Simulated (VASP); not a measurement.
LiSe3:

```
Li Se
1.0
     4.38927    0.00000    0.00000
     0.00000    4.38927    0.00000
     0.00000    0.00000    5.47879
Li Se
1 3
Direct
  0.00000 0.00000 0.00000
  0.50000 0.50000 0.20032
  0.50000 0.50000 0.79968
  0.00000 0.00000 0.50000
```

* Program: VASP 6.6.1
* Task: relaxation of cell and atoms
* Functional: PBE
* Potentials or basis: VASP PAW PBE potentials, release 64 (Li_sv, Se)
* Cutoff: 600 eV
* k mesh: 4 × 4 × 4
* Occupations: gaussian, width 0.1 eV
* Spin: no spin polarisation

At the start: pressure -1.9 GPa; volume 26.39 Å³/atom.

Problem. How do energy, volume and symmetry change on relaxing?

Solution. Over 11 steps the energy falls by 80.5 meV/atom and the volume is 21.33 Å³/atom (-19.2 %); space group P4/mmm (No. 123, to 0.05 Å).

The path:
| step | energy change (eV) | largest force (eV/Å) | pressure (GPa) | volume (Å³) |
| --- | --- | --- | --- | --- |
| 1 | 0.0000 | 1.3666 | -1.89 | 105.55 |
| 2 | -0.1337 | 0.4978 | -3.70 | 100.85 |
| 3 | -0.1367 | 0.6249 | -3.89 | 100.06 |
| 4 | -0.2574 | 0.3151 | -2.19 | 92.93 |
| 5 | -0.2981 | 0.0806 | -0.23 | 87.51 |
| 6 | -0.2990 | 0.0326 | 0.19 | 86.56 |
| 7 | -0.3108 | 0.0431 | 0.21 | 85.54 |
| 8 | -0.3171 | 0.1268 | 0.35 | 84.05 |
| 9 | -0.3193 | 0.1054 | 0.10 | 84.59 |
| 10 | -0.3207 | 0.1003 | -0.26 | 85.47 |
| 11 | -0.3219 | 0.0099 | 0.05 | 85.31 |

Final structure:
```xyz
4
Lattice="3.9723 0.0000 0.0000 0.0000 3.9723 0.0000 0.0000 0.0000 5.4065" Properties=species:S:1:pos:R:3 pbc="T T T"
Li    0.0000    0.0000    0.0000
Se    1.9861    1.9861    1.1745
Se    1.9861    1.9861    4.2320
Se    0.0000    0.0000    2.7032
```

Caveat: the cutoff is under 1.25 times the usual one of these potentials, so pressure, stress and relaxed cells hold a basis-set (Pulay) error; the volume moved by over 15 % at a fixed basis, so the end points are rough.
